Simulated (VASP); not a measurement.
Runs of VASP 6.6.1 on WS. The structure is that of space group F-43m (No. 216), or close to it. The cells are those of the table. 

```csv
task,spin,cell,k mesh,cutoff (eV),gap on the mesh (eV),pressure (GPa),moment (μB)
single point,collinear,"a = 4.207 Å, angles 60.0°, 2 atoms",12 × 12 × 12,520,none,(a),4.00
single point,off,"a = 4.096 Å, angles 60.0°, 2 atoms",12 × 12 × 12,520,none,(b),-
relaxation of cell and atoms,collinear,"relaxed from a = 3.586 Å, angles 60.0°, 2 atoms",6 × 6 × 6,600,none,0.1,1.45
single point,off,"a = 4.207 Å, angles 60.0°, 2 atoms",12 × 12 × 12,520,0.15,-7.2,-
```

Alike in all rows: level PBE+U; potentials or basis VASP PAW PBE potentials, release 64 (W_sv, S); W d U = 6.2 eV; smearing gaussian 0.1 eV.

**Question.** Fill in the values left out.

**Answer.** (a) -1.9; (b) -7.7.

Caveats: spin-orbit coupling is left out, which moves the levels of the heavy elements; the cell stands under tension (at least some runs); U without spin polarisation on a metal has little footing (at least some runs); the electronic state changed during the relaxation (at least some runs).

A k mesh can miss the band edges, and the runs leave out spin-orbit coupling on W.

A gap of «none» marks levels without a gap at the run's occupations.
